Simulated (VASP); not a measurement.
A run of VASP 6.6.1:

The input INCAR:

```
SYSTEM = C
ALGO = Normal
EDIFF = 1E-6
ENCUT = 910
GGA = PS
GGA_COMPAT = .False.
ISIF = 2
ISMEAR = 0
LASPH = .True.
LCHARG = .False.
LREAL = .False.
LWAVE = .False.
NBANDS = 26
NELM = 120
PREC = Accurate
SIGMA = 0.02
```

The input KPOINTS:

```
k-points
0
Gamma
  12 12 4
  0 0 0
```

The input POSCAR:

```
C
1.0
    2.5052632673      0.0000000000      0.0000000000
   -1.2526316336      2.1696216326      0.0000000000
    0.0000000000      0.0000000000      8.2643755074
C
8
Direct
    0.0000000000      0.0000000000      0.0929513617
    0.0000000000      0.0000000000      0.5929513617
    0.0000000000      0.0000000000      0.4070486383
    0.0000000000      0.0000000000      0.9070486383
    0.3333333333      0.6666666667      0.1555435578
    0.6666666667      0.3333333333      0.6555435578
    0.3333333333      0.6666666667      0.3444564422
    0.6666666667      0.3333333333      0.8444564422
```

Potentials or basis: VASP PAW PBE potentials, release 64 (C_h).

Launch:

```sh
$ cat potpaw_PBE.64/C_h/POTCAR > POTCAR
$ mpirun -np 1 vasp_std > vasp.out
```

Hardware: 1 thread of Intel(R) Xeon(R) Platinum 8488C (Sapphire Rapids) (shared host).

**Question.** How long does it take, and how much memory?

**Answer.** It took 86 s on 1 thread of Intel(R) Xeon(R) Platinum 8488C (Sapphire Rapids), with other jobs on the host, peak memory 0.29 GiB. Counts: scf iterations 12, k points 57.
